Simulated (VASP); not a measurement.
Mg5ZnN4: electric field gradients with PBE

Mg5ZnN4:

```
Mg Zn N
1.0
     6.75934    0.00000    0.00000
     0.00000    7.14736    0.00000
     0.00000    0.00000    5.18338
Mg Zn N
10 2 8
Direct
  0.25259 0.30086 0.75062
  0.25259 0.69914 0.75062
  0.74742 0.30086 0.75062
  0.74742 0.69914 0.75062
  0.24741 0.19914 0.24938
  0.24741 0.80086 0.24938
  0.75258 0.19914 0.24938
  0.75258 0.80086 0.24938
  0.50000 0.50000 0.27757
  0.00000 0.00000 0.72243
  0.00000 0.50000 0.27331
  0.50000 0.00000 0.72669
  0.74874 0.50000 0.04707
  0.25126 0.50000 0.04707
  0.75126 0.00000 0.95293
  0.24874 0.00000 0.95293
  0.50000 0.25202 0.49736
  0.50000 0.74798 0.49736
  0.00000 0.24798 0.50264
  0.00000 0.75202 0.50264
```

```yaml
Program: VASP 6.6.1
Task: electric field gradients
Functional: PBE
Potentials_or_basis: VASP PAW PBE potentials, release 64 (Mg, Zn, N)
Cutoff: 520 eV
k_mesh: 4 × 4 × 6
Occupations: fermi-dirac, width 0.02 eV
Spin: no spin polarisation
Dipole_correction: no
Further_INCAR_settings: LREAL = Auto; ALGO = Normal; EDIFF = 1e-08; NBANDS = 58
```

```
Pressure               : -0.4 GPa
Largest force          : 0.014 eV/Å
Band gap on the k mesh : 0.78 eV, indirect (least direct gap 0.87 eV)
```

Forces on the atoms (eV/Å):
```
Mg   0.004 -0.001 -0.002
Mg   0.004  0.001 -0.002
Mg  -0.004 -0.001 -0.002
Mg  -0.004  0.001 -0.002
Mg  -0.004  0.001  0.002
Mg  -0.004 -0.001  0.002
Mg   0.004  0.001  0.002
Mg   0.004 -0.001  0.002
Mg   0.000  0.000 -0.009
Mg   0.000  0.000  0.009
Zn   0.000  0.000 -0.014
Zn   0.000  0.000  0.014
N   -0.002  0.000  0.013
N    0.002  0.000  0.013
N    0.002  0.000 -0.013
N   -0.002  0.000 -0.013
N    0.000 -0.001  0.000
N    0.000  0.001  0.000
N    0.000  0.001  0.000
N    0.000 -0.001  0.000
```

Stress tensor (GPa, compression positive):
```
-0.46  0.00  0.00
 0.00 -0.34  0.00
 0.00  0.00 -0.42
```

Levels at points of the mesh, in eV from the valence-band top:
| k point | band 39 | band 40 | band 41 | band 42 | band 43 | band 44 | band 45 | band 46 |
| --- | --- | --- | --- | --- | --- | --- | --- | --- |
| (0.00, 0.00, 0.00) | -0.45 | -0.41 | -0.15 | -0.09 | 0.78 | 2.20 | 2.31 | 2.61 |
| (0.50, 0.00, 0.00) | -0.69 | -0.69 | -0.41 | -0.41 | 2.65 | 2.65 | 3.57 | 3.57 |
| (0.00, 0.50, 0.00) | -0.93 | -0.93 | -0.07 | -0.07 | 2.89 | 2.89 | 3.37 | 3.37 |
| (0.50, 0.50, 0.00) | -0.91 | -0.91 | -0.87 | -0.87 | 3.28 | 3.28 | 3.42 | 3.42 |
| (0.00, 0.00, 0.50) | -0.69 | -0.48 | -0.35 | 0.00 | 3.03 | 3.27 | 3.87 | 4.14 |
| (0.50, 0.00, 0.50) | -0.69 | -0.69 | -0.69 | -0.69 | 3.82 | 3.82 | 3.93 | 3.93 |
| (0.00, 0.50, 0.50) | -0.79 | -0.79 | -0.16 | -0.16 | 3.91 | 3.91 | 4.20 | 4.20 |
| (0.50, 0.50, 0.50) | -0.73 | -0.73 | -0.70 | -0.70 | 4.67 | 4.67 | 4.80 | 4.80 |

Electric field gradients, principal values (V/Å²):
```
 atom   least  middle  greatest (by size)
 1 Mg   1.445  18.305             -19.750
 2 Mg   1.445  18.305             -19.750
 3 Mg   1.445  18.305             -19.750
 4 Mg   1.445  18.305             -19.750
 5 Mg   1.445  18.305             -19.750
 6 Mg   1.445  18.305             -19.750
 7 Mg   1.445  18.305             -19.750
 8 Mg   1.445  18.305             -19.750
 9 Mg   2.026   4.490              -6.516
10 Mg   2.026   4.490              -6.516
11 Zn   8.377  18.960             -27.337
12 Zn   8.377  18.960             -27.337
 13 N  10.798  15.396             -26.194
 14 N  10.798  15.396             -26.194
 15 N  10.798  15.396             -26.194
 16 N  10.798  15.396             -26.194
 17 N  -6.427  -7.664              14.091
 18 N  -6.427  -7.664              14.091
 19 N  -6.427  -7.664              14.091
 20 N  -6.427  -7.664              14.091
```

Wall time 10 min on 1 thread of AMD EPYC 9R45 96-Core Processor (Zen 5), with other jobs on the host, peak memory 0.49 GiB.

Caveat: without QUAD_EFG the Cq values of the log hold for a quadrupole moment of 1 mb, not for the nuclei. A k mesh can miss the band edges.
